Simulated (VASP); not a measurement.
# MoSe (P6_3/mmc) in VASP: single point with PBE+U

Aim: the single point of MoSe with PBE+U.

All numbers are computed with VASP 6.6.1; they aren't measurements. Logs are shortened: lines on timing, memory, paths and dates and some standing lists are left out, and cuts for length are marked.

### Step 1. The cell of the first run

It takes space group P6_3/mmc (No. 194, hexagonal). Conventional cell: a = 4.249 Å, b = 4.249 Å, c = 7.202 Å, α = 90.00°, β = 90.00°, γ = 120.00°. Within 4.0 Å of Mo (site symmetry -3m) lie 6 Se at 3.04 Å and 2 Mo at 3.60 Å. Within 4.0 Å of Se (site symmetry -6m2) lie 6 Mo at 3.04 Å.

### Step 2. Single point, PBE+U

The input, INCAR:

```
ALGO = Normal ; EDIFF = 1E-6
ENCUT = 520 ; GGA = PE
ISIF = 2 ; ISMEAR = 0
LASPH = T ; LCHARG = T
LDAU = T ; LDAUJ = 0 0
LDAUL = 2 -1 ; LDAUPRINT = 1
LDAUTYPE = 2 ; LDAUU = 4.38 0
LELF = T ; LMAXMIX = 4
LREAL = F ; LVHAR = T
LWAVE = F ; NBANDS = 28
NELM = 150 ; PREC = Accurate
SIGMA = 0.1
```

The input, KPOINTS:

```
k-points
0
Gamma
  12 12 6
```

The input, POSCAR:

```
MoSe
1.0
    4.2490870313      0.0000000000      0.0000000000
   -2.1245435157      3.6798173120      0.0000000000
    0.0000000000      0.0000000000      7.2023755963
Mo Se
2 2
Direct
    0.0000000000      0.0000000000      0.0000000000
    0.0000000000      0.0000000000      0.5000000000
    0.3333333333      0.6666666667      0.2500000000
    0.6666666667      0.3333333333      0.7500000000
```

Potentials or basis: VASP PAW PBE potentials, release 64 (Mo_sv, Se).

Run with:

```bash
cat potpaw_PBE.64/Mo_sv/POTCAR potpaw_PBE.64/Se/POTCAR > POTCAR
mpirun -np 1 vasp_std > vasp.out
```

OUTCAR:

```text
EDIFF = 1E-6
   ENCUT = 520
   GGA = PE
   ISIF = 2
   ISMEAR = 0
   LASPH = T
   LREAL = F
   NELM = 150
   PREC = Accurate

 ion  position               nearest neighbor table
   1  0.000  0.000  0.000-   3 3.04   4 3.04   4 3.04   3 3.04   4 3.04   3 3.04
   2  0.000  0.000  0.500-   3 3.04   4 3.04   4 3.04   3 3.04   4 3.04   3 3.04
   3  0.333  0.667  0.250-   1 3.04   2 3.04   1 3.04   2 3.04   1 3.04   2 3.04
   4  0.667  0.333  0.750-   1 3.04   2 3.04   1 3.04   2 3.04   1 3.04   2 3.04

  LATTYP: Found a hexagonal cell.
 ALAT       =     4.2490870313
 C/A-ratio  =     1.6950407330

  Lattice vectors:

 A1 = (   4.2490870313,   0.0000000000,   0.0000000000)
 A2 = (  -2.1245435157,   3.6798173120,   0.0000000000)
 A3 = (   0.0000000000,   0.0000000000,   7.2023755963)

Analysis of symmetry for initial positions (statically):
=====================================================================
 Subroutine PRICEL returns:
 Original cell was already a primitive cell.

 Routine SETGRP: Setting up the symmetry group for a
 hexagonal supercell.

 Subroutine GETGRP returns: Found 24 space group operations
 (whereof 12 operations were pure point group operations)
 out of a pool of 24 trial point group operations.

The static configuration has the point symmetry D_3d.
 The point group associated with its full space group is D_6h.

Analysis of symmetry for dynamics (positions and initial velocities):
=====================================================================
 Subroutine PRICEL returns:
 Original cell was already a primitive cell.

 Routine SETGRP: Setting up the symmetry group for a
 hexagonal supercell.

 Subroutine GETGRP returns: Found 24 space group operations
 (whereof 12 operations were pure point group operations)
[... 182 lines left out ...]

atom =   2  type =  1  l = 2

 onsite density matrix

spin component  1

  0.4381 -0.0000  0.0000 -0.3575  0.0000
 -0.0000  0.4840 -0.0000 -0.0000 -0.3575
  0.0000 -0.0000  0.0527 -0.0000  0.0000
 -0.3575 -0.0000 -0.0000  0.4840  0.0000
  0.0000 -0.3575  0.0000  0.0000  0.4381

spin component  2

  0.4381 -0.0000  0.0000 -0.3575  0.0000
 -0.0000  0.4840 -0.0000 -0.0000 -0.3575
  0.0000 -0.0000  0.0527 -0.0000  0.0000
 -0.3575 -0.0000 -0.0000  0.4840  0.0000
  0.0000 -0.3575  0.0000  0.0000  0.4381

 occupancies and eigenvectors

  o =  0.0527  v = -0.0000 -0.0000  1.0000 -0.0000 -0.0000  0.0000  0.0000  0.0000  0.0000  0.0000      0.0000  0.0000  0.0000  0.0000  0.0000  0.0000  0.0000  0.0000  0.0000  0.0000
  o =  0.0527  v =  0.0000  0.0000  0.0000  0.0000  0.0000 -0.0000 -0.0000  1.0000 -0.0000 -0.0000      0.0000  0.0000  0.0000  0.0000  0.0000  0.0000  0.0000  0.0000  0.0000  0.0000
  o =  0.1028  v = -0.5319 -0.4681 -0.0000 -0.4989 -0.4991  0.0000  0.0000  0.0000  0.0000  0.0000      0.0000  0.0000  0.0000  0.0000  0.0000  0.0000  0.0000  0.0000  0.0000  0.0000
  o =  0.1028  v =  0.0000  0.0000  0.0000  0.0000  0.0000 -0.5319 -0.4681 -0.0000 -0.4989 -0.4991      0.0000  0.0000  0.0000  0.0000  0.0000  0.0000  0.0000  0.0000  0.0000  0.0000
  o =  0.1028  v =  0.0000  0.0000  0.0000  0.0000  0.0000  0.4991 -0.4989  0.0000  0.4681 -0.5319      0.0000  0.0000  0.0000  0.0000  0.0000  0.0000  0.0000  0.0000  0.0000  0.0000
  o =  0.1028  v =  0.4991 -0.4989  0.0000  0.4681 -0.5319  0.0000  0.0000  0.0000  0.0000  0.0000      0.0000  0.0000  0.0000  0.0000  0.0000  0.0000  0.0000  0.0000  0.0000  0.0000
  o =  0.8193  v =  0.0000  0.0000  0.0000  0.0000  0.0000 -0.4989  0.4991 -0.0000  0.5320 -0.4680      0.0000  0.0000  0.0000  0.0000  0.0000  0.0000  0.0000  0.0000  0.0000  0.0000
  o =  0.8193  v = -0.4989  0.4991 -0.0000  0.5320 -0.4680  0.0000  0.0000  0.0000  0.0000  0.0000      0.0000  0.0000  0.0000  0.0000  0.0000  0.0000  0.0000  0.0000  0.0000  0.0000
  o =  0.8193  v =  0.4680  0.5320  0.0000 -0.4991 -0.4989  0.0000  0.0000  0.0000  0.0000  0.0000      0.0000  0.0000  0.0000  0.0000  0.0000  0.0000  0.0000  0.0000  0.0000  0.0000
  o =  0.8193  v =  0.0000  0.0000  0.0000  0.0000  0.0000  0.4680  0.5320  0.0000 -0.4991 -0.4989      0.0000  0.0000  0.0000  0.0000  0.0000  0.0000  0.0000  0.0000  0.0000  0.0000

 number of electron      39.9999990 magnetization

 Free energy of the ion-electron system (eV)
  ---------------------------------------------------
  ext. energy  EPLUGINS =         0.00000000
  ---------------------------------------------------
  free energy    TOTEN  =       -15.76747612 eV

  energy without entropy =      -15.76454452  energy(sigma->0) =      -15.76601032

 E-fermi :   3.9511     XC(G=0):  -9.4370

 val. band max:        3.9237036677   @ k =   0.0833   0.0000   0.0000
 cond. band min:       4.0661445354   @ k =   0.0833   0.0833   0.0000
 fundamental gap:      0.1424408676
 Fermi energy:         3.9510624641

 k-point     1 :       0.0000    0.0000    0.0000
  band No.  band energies     occupation
      1     -57.0272      2.00000
      2     -57.0242      2.00000
      3     -31.4648      2.00000
      4     -31.4093      2.00000
      5     -30.8746      2.00000
      6     -30.8746      2.00000
[... 733 lines left out ...]
     27       7.2943      0.00000
     28       8.5873      0.00000

 [... further k-points ...]

------------------------ aborting loop because EDIFF is reached ----------------------------------------

  FORCE on cell =-STRESS in cart. coord.  units (eV):
  Direction    XX          YY          ZZ          XY          YZ          ZX
  --------------------------------------------------------------------------------------
  -------------------------------------------------------------------------------------
  Total       -9.4730202     -9.4730202    -10.5338124      0.0000000      0.0000000      0.0000000
  in kB     -134.7725343   -134.7725343   -149.8644110      0.0000000      0.0000000      0.0000000
  external PRESSURE =    -139.8031598 kB  Pullay stress =       0.0000000 kB

 VOLUME and BASIS-vectors are now :
 -----------------------------------------------------------------------------
  energy-cutoff  :      520.00
  volume of cell :      112.62
      direct lattice vectors                 reciprocal lattice vectors
     4.249087031  0.000000000  0.000000000     0.235344673  0.135876311  0.000000000
    -2.124543516  3.679817312  0.000000000     0.000000000  0.271752621  0.000000000
     0.000000000  0.000000000  7.202375596     0.000000000  0.000000000  0.138843078

 POSITION                                       TOTAL-FORCE (eV/Angst)
 -----------------------------------------------------------------------------------
      0.00000      0.00000      0.00000         0.000000      0.000000      0.000000
      0.00000      0.00000      3.60119         0.000000      0.000000      0.000000
     -0.00000      2.45321      1.80059        -0.000000      0.000000      0.000000
      2.12454      1.22661      5.40178        -0.000000     -0.000000      0.000000
 -----------------------------------------------------------------------------------
    total drift:                                0.000000     -0.000000      0.000000

  FREE ENERGIE OF THE ION-ELECTRON SYSTEM (eV)
  ---------------------------------------------------
  free  energy   TOTEN  =       -15.7674761171 eV

  energy  without entropy=      -15.7645445161  energy(sigma->0) =      -15.76601032
```

OSZICAR:

```text
N       E                     dE             d eps       ncg     rms          rms(c)
DAV:   1     0.309634189145E+03    0.30963E+03   -0.21202E+04  4848   0.130E+03
DAV:   2    -0.100470793343E+00   -0.30973E+03   -0.30273E+03  5096   0.340E+02
[... 12 lines left out ...]
DAV:  15    -0.157673500753E+02   -0.10545E-02   -0.66898E-03  5188   0.378E-01    0.534E-02
DAV:  16    -0.157672355016E+02    0.11457E-03   -0.51683E-04  4956   0.115E-01    0.608E-02
DAV:  17    -0.157673019891E+02   -0.66487E-04   -0.25378E-03  4956   0.162E-01    0.503E-02
DAV:  18    -0.157674722034E+02   -0.17021E-03   -0.74613E-04  4912   0.903E-02    0.852E-03
DAV:  19    -0.157674768860E+02   -0.46826E-05   -0.10821E-05  3960   0.124E-02    0.304E-03
DAV:  20    -0.157674761171E+02    0.76895E-06   -0.62787E-07  2376   0.347E-03
   1 F= -.15767476E+02 E0= -.15766010E+02  d E =-.293160E-02
```

stdout:

```text
POSCAR found type information on POSCAR MoSe
 POSCAR found :  2 types and       4 ions
 scaLAPACK will be used
 LDA part: xc-table for (Slater+PW92), standard interpolation
 POSCAR, INCAR and KPOINTS ok, starting setup
 FFT: planning ... GRIDC
 FFT: planning ... GRID_SOFT
 FFT: planning ... GRID
 WAVECAR not read
 entering main loop
```

It took 6.1 min on 1 thread of Oxide Virtual Turin-like, shared host; peak memory 0.32 GiB.

What came out:

```
Free energy            : -15.7675 eV
Pressure               : -14.0 GPa
Band gap on the k mesh : zero (band 20 reaches 3.91 eV, above the bottom of band 21 at 3.76 eV)
```

Eigenvalues of the final occupation matrices:
```tsv
site	spin	trace	eigenvalues
site 1 d	1	1.90	0.05 0.10 0.10 0.82 0.82
site 1 d	2	1.90	0.05 0.10 0.10 0.82 0.82
site 2 d	1	1.90	0.05 0.10 0.10 0.82 0.82
site 2 d	2	1.90	0.05 0.10 0.10 0.82 0.82
```

Caveat: U without spin polarisation on a metal has little footing.
